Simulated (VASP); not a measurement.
# NdZrS2 (R-3m) in VASP: notebook

The runs below take NdZrS2 through relaxation of cell and atoms, single point, with PBE.

Everything below comes from runs of VASP 6.6.1. Logs are shortened: lines on timing, memory, paths and dates and some standing lists are left out, and cuts for length are marked.

## (1) The cell of the first run

The structure is trigonal, space group R-3m (No. 166). The conventional cell has a = 3.838 Å, b = 3.838 Å, c = 19.304 Å, α = 90.00°, β = 90.00°, γ = 120.00°. Within 4.0 Å of Nd (site symmetry -3m) lie 6 S at 2.85 Å and 6 Nd at 3.84 Å and 6 Zr at 3.91 Å. Within 3.5 Å of Zr (site symmetry -3m) lie 6 S at 2.64 Å. Within 3.9 Å of S (site symmetry 3m) lie 3 Zr at 2.64 Å and 3 Nd at 2.85 Å and 9 S at 3.62 to 3.84 Å.

The cell was generated, and may not be a known phase.

## (2) Relaxation of cell and atoms, PBE

The input, INCAR:

```
SYSTEM = NdZrS2
PREC = Accurate ; ENCUT = 500
EDIFF = 1E-7 ; ISMEAR = 0
SIGMA = 0.1 ; LREAL = .False.
LASPH = .True. ; NELM = 200
ALGO = Normal ; ISIF = 3
LWAVE = .False. ; LCHARG = .False.
GGA = PE ; IBRION = 2
NSW = 100 ; EDIFFG = -0.01
GGA_COMPAT = .False. ; NELMIN = 4
LMAXMIX = 6
```

The input, KPOINTS:

```
Automatic mesh
0
Gamma
  12 12 12
  0 0 0
```

The input, POSCAR:

```
NdZrS2
1.0
    1.9187710857      1.1078030028      6.4346531498
   -1.9187710857      1.1078030028      6.4346531498
    0.0000000000     -2.2156060057      6.4346531498
Nd Zr S
1 1 2
Direct
    0.5000000000      0.5000000000      0.5000000000
    0.0000000000      0.0000000000      0.0000000000
    0.7407697611      0.7407697611      0.7407697611
    0.2592302389      0.2592302389      0.2592302389
```

Potentials or basis: VASP PAW PBE potentials, release 64 (Nd_3, Zr_sv, S), 4f in core.

Run with:

```bash
$ cat potpaw_PBE.64/Nd_3/POTCAR potpaw_PBE.64/Zr_sv/POTCAR potpaw_PBE.64/S/POTCAR > POTCAR
$ mpirun -np 1 vasp_std > vasp.out
```

OUTCAR:

```text
SYSTEM = NdZrS2
   PREC = Accurate
   ENCUT = 500
   EDIFF = 1E-7
   ISMEAR = 0
   LREAL = .False.
   LASPH = .True.
   NELM = 200
   ISIF = 3
   GGA = PE
   IBRION = 2
   NSW = 100
   EDIFFG = -0.01
   NELMIN = 4

 ion  position               nearest neighbor table
   1  0.500  0.500  0.500-   4 2.85   4 2.85   3 2.85   3 2.85   4 2.85   3 2.85
   2  0.000  0.000  0.000-   3 2.64   4 2.64   3 2.64   3 2.64   4 2.64   4 2.64
   3  0.741  0.741  0.741-   2 2.64   2 2.64   2 2.64   1 2.85   1 2.85   1 2.85
   4  0.259  0.259  0.259-   2 2.64   2 2.64   2 2.64   1 2.85   1 2.85   1 2.85

  LATTYP: Found a trigonal (rhomboedric) cell.
 ALAT       =     6.8054148390
 COS(alpha) =     0.8410109849

  Lattice vectors:

 A1 = (   1.9187710857,   1.1078030028,   6.4346531498)
 A2 = (  -1.9187710857,   1.1078030028,   6.4346531498)
 A3 = (   0.0000000000,  -2.2156060057,   6.4346531498)

Analysis of symmetry for initial positions (statically):
=====================================================================
 Subroutine PRICEL returns:
 Original cell was already a primitive cell.

 Routine SETGRP: Setting up the symmetry group for a
 trigonal (rhombohedral) supercell.

 Subroutine GETGRP returns: Found 12 space group operations
 (whereof 12 operations were pure point group operations)
 out of a pool of 12 trial point group operations.

The static configuration has the point symmetry D_3d.

Analysis of symmetry for dynamics (positions and initial velocities):
=====================================================================
 Subroutine PRICEL returns:
 Original cell was already a primitive cell.

 Routine SETGRP: Setting up the symmetry group for a
 trigonal (rhombohedral) supercell.

 Subroutine GETGRP returns: Found 12 space group operations
 (whereof 12 operations were pure point group operations)
 out of a pool of 12 trial point group operations.

The dynamic configuration has the point symmetry D_3d.

 Subroutine INISYM returns: Found 12 space group operations
 (whereof 12 operations are pure point group operations),
 and found     1 'primitive' translations

----------------------------------------------------------------------------------------

                                     Primitive cell

  volume of cell :      82.0658

  direct lattice vectors                    reciprocal lattice vectors
     1.918771086  1.107803003  6.434653150     0.260583456  0.150447928  0.051802844
    -1.918771086  1.107803003  6.434653150    -0.260583456  0.150447928  0.051802844
[... 99 lines left out ...]
   PSTRESS=    0.0 pullay stress
   NELECT =      35.0000    total number of electrons
   NUPDOWN=      -1.0000    fix difference up-down
   EMIN   =  10.00;   EMAX   =-10.00  energy-range for DOS
   EFERMI =   0.00;   METHOD = LEGACY
   ISMEAR =     0;   SIGMA  =   0.10  broadening in eV -4-tet -1-fermi 0-gaus
   EFERMI_NEDOS =   21; number of points for ismear=-14 and -15
   IALGO  =     38    algorithm
   IMIX   =      4    mixing-type and parameters
     AMIX     =   0.40;   BMIX     =  1.00
     AMIX_MAG =   1.60;   BMIX_MAG =  1.00
  volume/ion in A,a.u.               =      20.52       138.45
  Fermi-wavevector in a.u.,A,eV,Ry     =   1.232282  2.328676 20.660708  1.518519
  Thomas-Fermi vector in A             =   2.367058
   LORBIT       =      0    0 simple, 1 ext, 2 COOP (PROOUT), +10 PAW based schemes
   GGA     = PE    functional components
   LHFCALC =     F    Hartree Fock is set to
   AEXX    =    0.0000 exact exchange contribution
   IVDW    =     0    specifies the selected vdW correction
   LEPSILON=     F    determine dielectric tensor
   LRPA    =     F    only Hartree local field effects (RPA)
 conjugate gradient relaxation of ions
 non-spin polarized calculation
 Gauss-broadening in eV      SIGMA  =   0.10
  energy-cutoff  :      500.00
  volume of cell :       82.07
 maximum number of plane-waves:      2101
 NGX is ok and might be reduce to    50
   NGX = 25   NGY = 25   NGZ = 25

--------------------------------------- Ionic step        1  -------------------------------------------

 number of electron      35.0000000 magnetization

 Free energy of the ion-electron system (eV)
  ---------------------------------------------------
  ext. energy  EPLUGINS =         0.00000000
  ---------------------------------------------------
  free energy    TOTEN  =       -28.24067776 eV

  energy without entropy =      -28.23216491  energy(sigma->0) =      -28.23642133

------------------------ aborting loop because EDIFF is reached ----------------------------------------

  FORCE on cell =-STRESS in cart. coord.  units (eV):
  Direction    XX          YY          ZZ          XY          YZ          ZX
  --------------------------------------------------------------------------------------
  -------------------------------------------------------------------------------------
  Total        0.2994250      0.2994250     -0.1575268      0.0000000      0.0000000      0.0000000
  in kB        5.8456995      5.8456995     -3.0754103      0.0000000      0.0000000      0.0000000
  external PRESSURE =       2.8719962 kB  Pullay stress =       0.0000000 kB
[... 215 lines left out ...]
--------------------------------------- Ionic step        7  -------------------------------------------

 number of electron      35.0000000 magnetization

 Free energy of the ion-electron system (eV)
  ---------------------------------------------------
  ext. energy  EPLUGINS =         0.00000000
  ---------------------------------------------------
  free energy    TOTEN  =       -28.24399721 eV

  energy without entropy =      -28.23515655  energy(sigma->0) =      -28.23957688

 E-fermi :   8.2968     XC(G=0): -10.8270

 val. band max:        8.2842966926   @ k =  -0.1667   0.1667   0.0000
 cond. band min:       8.2971901724   @ k =   0.2500   0.2500  -0.0000
 fundamental gap:      0.0128934797
 Fermi energy:         8.2968214436

 k-point     1 :       0.0000    0.0000    0.0000
  band No.  band energies     occupation
      1     -41.7555      2.00000
      2     -30.3244      2.00000
      3     -19.8101      2.00000
      4     -19.7925      2.00000
      5     -19.7925      2.00000
      6     -11.8521      2.00000
[... 565 lines left out ...]
     20       9.4104      0.00000
     21      10.5398      0.00000

 [... further k-points ...]

------------------------ aborting loop because EDIFF is reached ----------------------------------------

  FORCE on cell =-STRESS in cart. coord.  units (eV):
  Direction    XX          YY          ZZ          XY          YZ          ZX
  --------------------------------------------------------------------------------------
  -------------------------------------------------------------------------------------
  Total        0.0212539      0.0212539      0.0088159      0.0000000     -0.0000000      0.0000000
  in kB        0.4140274      0.4140274      0.1717344      0.0000000     -0.0000000      0.0000000
  external PRESSURE =       0.3332630 kB  Pullay stress =       0.0000000 kB
[... 19 lines left out ...]
  FREE ENERGIE OF THE ION-ELECTRON SYSTEM (eV)
  ---------------------------------------------------
  free  energy   TOTEN  =       -28.2439972051 eV

  energy  without entropy=      -28.2351565516  energy(sigma->0) =      -28.23957688

 reached required accuracy - stopping structural energy minimisation
```

It took 63 min on 1 thread of Intel Xeon Platinum 8375C at 2.90GHz (Ice Lake), shared host; peak memory 0.64 GiB.

Results:

| Item | Value |
| --- | --- |
| Free energy | -28.2440 eV |
| Relaxed volume | 20.56 Å³/atom |
| Relaxed cell | a = 6.744 Å, b = 6.744 Å, c = 6.744 Å, α = 33.29°, β = 33.29°, γ = 33.29° |
| Space group after relaxing (to 0.1 Å) | R-3m (No. 166) |
| Energy gained by relaxing | 0.8 meV/atom |
| Ionic steps | 7 |
| Pressure after relaxing | 0.0 GPa |
| Band gap on the k mesh | zero (an odd number of electrons rules out a gap without spin polarisation) |

Step by step:
| step | energy change (eV) | largest force (eV/Å) | pressure (GPa) | volume (Å³) |
| --- | --- | --- | --- | --- |
| 1 | 0.0000 | 0.0684 | 0.29 | 82.07 |
| 2 | -0.0017 | 0.0302 | -0.29 | 82.50 |
| 3 | -0.0018 | 0.0198 | -0.45 | 82.63 |
| 4 | -0.0029 | 0.0001 | -0.23 | 82.45 |
| 5 | -0.0033 | 0.0199 | -0.02 | 82.28 |
| 6 | -0.0033 | 0.0118 | 0.01 | 82.27 |
| 7 | -0.0033 | 0.0012 | 0.03 | 82.25 |

Final structure:
```
Nd Zr S
1.0
     1.93150    1.11515    6.36416
    -1.93150    1.11515    6.36416
     0.00000   -2.23030    6.36416
Nd Zr S
1 1 2
Cartesian
  0.0000 0.0000 9.5462
  0.0000 0.0000 0.0000
  0.0000 0.0000 14.1504
  0.0000 0.0000 4.9421
```

Levels at points of the mesh, in eV from the Fermi level:
```tsv
k point	band 15	band 16	band 17	band 18	band 19	band 20
(0.00, 0.00, 0.00)	-3.41	-3.36	-0.85	-0.85	-0.83	0.09
(0.50, 0.00, 0.00)	-4.90	-4.86	-1.01	-0.79	1.40	1.42
(0.50, 0.50, 0.00)	-4.14	-4.00	-2.81	0.98	1.36	1.75
(0.50, 0.50, 0.50)	-4.37	-4.37	-0.25	-0.25	-0.17	-0.08
```

Caveat: the highest band is partly filled, so the run has too few bands; spin-orbit coupling is left out, which moves the levels of the heavy elements; the 4f electrons are frozen in the core, so they carry no moment and show no levels; the run has no spin polarisation, though such a crystal can be magnetic.

## (3) Single point, PBE, collinear spin

The input, INCAR:

```
SYSTEM = NdZrS2
PREC = Accurate ; ENCUT = 500
EDIFF = 1E-6 ; ISMEAR = 0
SIGMA = 0.1 ; LREAL = .False.
LASPH = .True. ; NELM = 200
ALGO = Normal ; ISIF = 2
LWAVE = .False. ; LCHARG = .False.
ISPIN = 2 ; MAGMOM = 0 1 0 0
LORBIT = 11 ; LMAXMIX = 6
GGA = PE ; NBANDS = 30
GGA_COMPAT = .False.
```

The input, KPOINTS:

```
Automatic mesh
0
Gamma
  6 6 6
  0 0 0
```

POSCAR is that of step 2.

Potentials or basis: VASP PAW PBE potentials, release 64 (Nd_3, Zr_sv, S), 4f in core.

Run with:

```bash
$ cat potpaw_PBE.64/Nd_3/POTCAR potpaw_PBE.64/Zr_sv/POTCAR potpaw_PBE.64/S/POTCAR > POTCAR
$ mpirun -np 1 vasp_std > vasp.out
```

Run time: 5.5 min. Hardware: 1 thread of AMD EPYC 7R13 (Zen 3), shared host; peak memory 0.47 GiB.

The run converged. Its results:

* Free energy: -28.2251 eV
* Pressure: 0.3 GPa
* Largest force: 0.047 eV/Å
* Net moment: 0.00 μB per cell
* Valence electrons inside the program's atomic spheres: Nd 8.90; Zr 9.76; S 3.77

Forces in eV/Å, atoms in the order of the input:
```
Nd   0.000  0.000  0.000
Zr   0.000  0.000  0.000
S    0.000  0.000  0.047
S    0.000  0.000 -0.047
```

Levels at points of the mesh, in eV from the Fermi level:
Spin up:
| k point | band 15 | band 16 | band 17 | band 18 | band 19 | band 20 |
| --- | --- | --- | --- | --- | --- | --- |
| (0.00, 0.00, 0.00) | -3.38 | -3.38 | -0.95 | -0.80 | -0.80 | 0.10 |
| (0.50, 0.00, 0.00) | -4.89 | -4.86 | -1.05 | -0.86 | 1.46 | 1.51 |
| (0.50, 0.50, 0.00) | -4.11 | -4.04 | -2.81 | 1.02 | 1.45 | 1.77 |
| (0.50, 0.50, 0.50) | -4.30 | -4.30 | -0.23 | -0.23 | -0.21 | -0.05 |
Spin down:
| k point | band 13 | band 14 | band 15 | band 16 | band 17 | band 18 | band 19 | band 20 | band 21 | band 22 |
| --- | --- | --- | --- | --- | --- | --- | --- | --- | --- | --- |
| (0.00, 0.00, 0.00) | -5.56 | -3.40 | -3.38 | -3.38 | -0.95 | -0.80 | -0.80 | 0.10 | 0.10 | 1.13 |
| (0.50, 0.00, 0.00) | -5.38 | -4.95 | -4.89 | -4.86 | -1.05 | -0.86 | 1.46 | 1.51 | 2.94 | 3.16 |
| (0.50, 0.50, 0.00) | -5.51 | -5.40 | -4.11 | -4.04 | -2.81 | 1.02 | 1.45 | 1.77 | 1.79 | 2.38 |
| (0.50, 0.50, 0.50) | -5.15 | -5.15 | -4.30 | -4.30 | -0.23 | -0.23 | -0.21 | -0.05 | 0.99 | 0.99 |

Caveat: the magnetic or orbital state may not be the lowest; the moments typed at the start vanished in this run; spin-orbit coupling is left out, which moves the levels of the heavy elements; the 4f electrons are frozen in the core, so they carry no moment and show no levels. With open d or f shells a metallic result of PBE can be an artefact of self-interaction; +U or a hybrid may open a gap.

## (4) Single point, PBE

This run uses another cell than the first one, of 20.56 Å³/atom.

The input, INCAR:

```
SYSTEM = NdZrS2
ALGO = Normal
EDIFF = 1E-6
ENCUT = 500
GGA = PE
GGA_COMPAT = .FALSE.
ISIF = 2
ISMEAR = 0
LASPH = .TRUE.
LCHARG = .FALSE.
LMAXMIX = 6
LREAL = .FALSE.
LWAVE = .FALSE.
NBANDS = 26
NELM = 200
PREC = Accurate
SIGMA = 0.1
```

The input, KPOINTS:

```
k-points
0
G
  12 12 12
  0 0 0
```

The input, POSCAR:

```
NdZrS2
1.0
    1.9313943051      1.1150910220      6.3654926398
   -1.9313943051      1.1150910220      6.3654926398
    0.0000000000     -2.2301820440      6.3654926398
Nd Zr S
1 1 2
Direct
    0.5000000000      0.5000000000      0.5000000000
    0.0000000000      0.0000000000      0.0000000000
    0.7410986583      0.7410986583      0.7410986583
    0.2589013417      0.2589013417      0.2589013417
```

Run with:

```bash
$ cat potpaw_PBE.64/Nd_3/POTCAR potpaw_PBE.64/Zr_sv/POTCAR potpaw_PBE.64/S/POTCAR > POTCAR
$ mpirun -np 1 vasp_std > vasp.out
```

It took 12 min on 1 thread of AMD EPYC 7R13 (Zen 3), shared host; peak memory 0.59 GiB.

The run converged. Its results:

```
Free energy            : -28.2441 eV
Pressure               : 0.0 GPa
Largest force          : 0.009 eV/Å
Band gap on the k mesh : zero (an odd number of electrons rules out a gap without spin polarisation)
```

Forces on the atoms (eV/Å):
```
Nd   0.000  0.000  0.000
Zr   0.000  0.000  0.000
S    0.000  0.000  0.009
S    0.000  0.000 -0.009
```

Levels at points of the mesh, in eV from the Fermi level:
| k point | band 14 | band 15 | band 16 | band 17 | band 18 | band 19 | band 20 | band 21 |
| --- | --- | --- | --- | --- | --- | --- | --- | --- |
| (0.00, 0.00, 0.00) | -3.41 | -3.41 | -3.36 | -0.85 | -0.85 | -0.83 | 0.09 | 0.09 |
| (0.50, 0.00, 0.00) | -4.94 | -4.90 | -4.86 | -1.01 | -0.79 | 1.40 | 1.42 | 2.91 |
| (0.50, 0.50, 0.00) | -5.39 | -4.14 | -4.00 | -2.80 | 0.98 | 1.36 | 1.75 | 1.91 |
| (0.50, 0.50, 0.50) | -5.17 | -4.36 | -4.36 | -0.25 | -0.25 | -0.18 | -0.07 | 0.96 |

Caveat: spin-orbit coupling is left out, which moves the levels of the heavy elements; the 4f electrons are frozen in the core, so they carry no moment and show no levels; the run has no spin polarisation, though such a crystal can be magnetic.

## (5) Summary

```csv
task,spin,cell,k mesh,gap on the mesh (eV),pressure (GPa),largest force (eV/Å)
relaxation of cell and atoms,off,"relaxed from a = 6.805 Å, angles 32.8°, 4 atoms, atomic positions A",12 × 12 × 12,none,0.0,-
single point,collinear,"a = 6.805 Å, angles 32.8°, 4 atoms, atomic positions A",6 × 6 × 6,none,0.3,0.05
single point,off,"a = 6.745 Å, angles 33.3°, 4 atoms, atomic positions B",12 × 12 × 12,none,0.0,0.01
```

Alike in all rows: level PBE; potentials or basis VASP PAW PBE potentials, release 64 (Nd_3, Zr_sv, S), 4f in core; cutoff (eV) 500; smearing gaussian 0.1 eV.

Caveats: spin-orbit coupling is left out, which moves the levels of the heavy elements; the 4f electrons are frozen in the core, so they carry no moment and show no levels; the highest band is partly filled, so the run has too few bands (at least some runs); the magnetic or orbital state may not be the lowest (at least some runs); the moments typed at the start vanished in this run (at least some runs).

Total energies depend on the potentials used, so only differences within one code and one set of settings carry meaning.

The gap in the log of VASP goes by the Fermi energy; the results here count the filled bands.